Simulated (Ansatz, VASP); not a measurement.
**Two plane-wave programs on TiC**

Contents of INCAR:

```
SYSTEM = TiC
PREC = Accurate
ENCUT = 520
EDIFF = 1E-6
ISMEAR = 0
SIGMA = 0.15
LREAL = .FALSE.
LASPH = .TRUE.
NELM = 80
ALGO = Normal
ISIF = 2
LWAVE = .FALSE.
LCHARG = .TRUE.
GGA = PS
LELF = .TRUE.
LVHAR = .TRUE.
NBANDS = 15
```

File KPOINTS:

```
regular mesh
0
G
  18 18 18
  0 0 0
```

POSCAR

```
TiC
1.0
    0.0000000000      2.1315400000      2.0990800000
    2.1315400000      0.0000000000      2.0990800000
    2.1315400000      2.1315400000      0.0000000000
Ti C
1 1
Direct
    0.0000000000      0.0000000000      0.0000000000
    0.5000000000      0.5000000000      0.5000000000
```

Input for Ansatz:

```yaml
crystal:
  lattice:
    - [0.0, 2.13154, 2.09908]
    - [2.13154, 0.0, 2.09908]
    - [2.13154, 2.13154, 0.0]
  atoms:
    - { symbol: Ti, position: [0.0, 0.0, 0.0] }
    - { symbol: C, position: [0.5, 0.5, 0.5] }
basis:
  ecutwfc: 420
kpoints:
  mp_grid: { grid: [18, 18, 18] }
hamiltonian:
  xc: pbesol
scf:
  occupations: { method: gaussian, width: 0.15 }
output:
  forces: true
  stress: true
  eigenvalues: true
```

Change from the starting cell: strain -0.015 along x and y, -0.030 along z, atoms carried along.

Alike in both runs: task single point; functional PBEsol; k mesh 18 × 18 × 18; occupations gaussian, width 0.15 eV; no spin polarisation.

|  | VASP | Ansatz |
| --- | --- | --- |
| version | VASP 6.6.1 | Ansatz 0.2.0 |
| potentials or method | VASP PAW PBE potentials, release 64 (Ti_sv, C), cutoff 520 eV | scalar-relativistic, plane waves, PAW |
| valence electrons in the cell | 16 | 16 |

Ansatz gave:

* gap on the k mesh at the Fermi level (eV): none
* pressure (GPa): 10.6
* traceless stress, the component that is largest in VASP (GPa): 5.29

Problem. Estimate VASP's values.

Solution. gap on the k mesh at the Fermi level (eV): none; pressure (GPa): 10.7; traceless stress, the component that is largest in VASP (GPa): 5.29.

VASP's potentials were made for PBE, not for PBEsol. A gap of «none» marks a metal or a gap that the smearing closes.
